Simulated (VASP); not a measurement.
# Pd: single point with LDA

The system is Pd.

```
Pd
1.0
     0.00000    1.94650    1.94650
     1.94650    0.00000    1.94650
     1.94650    1.94650    0.00000
Pd
1
Direct
  0.00000 0.00000 0.00000
```

| Item | Value |
| --- | --- |
| Program | VASP 6.6.1 |
| Task | single point |
| Functional | LDA |
| Potentials or basis | VASP PAW LDA potentials, release 64 (Pd) |
| Cutoff | 500 eV |
| k mesh | 22 × 22 × 22 |
| Occupations | fermi-dirac, width 0.05 eV |
| Spin | no spin polarisation |

```json
{
  "Pressure": "-8.0 GPa",
  "Band gap on the k mesh": "zero (bands 5 and 6 overlap by 1.59 eV)"
}
```

Levels at points of the mesh, in eV from the Fermi level:
```
           k point  band 2  band 3  band 4  band 5  band 6  band 7  band 8  band 9
(0.00, 0.00, 0.00)   -2.88   -2.88   -2.88   -1.23   -1.23   17.12   21.84   21.84
(0.50, 0.00, 0.00)   -2.92   -2.92   -0.03   -0.03    0.93    7.24   16.49   20.91
(0.50, 0.50, 0.00)   -5.16   -0.04    0.28    0.28    3.24   10.70   13.05   13.05
```

Wall time 19 s on 1 thread of AMD EPYC 9R45 96-Core Processor (Zen 5) (shared host), peak memory 0.13 GiB.

Caveat: the cell stands under tension.
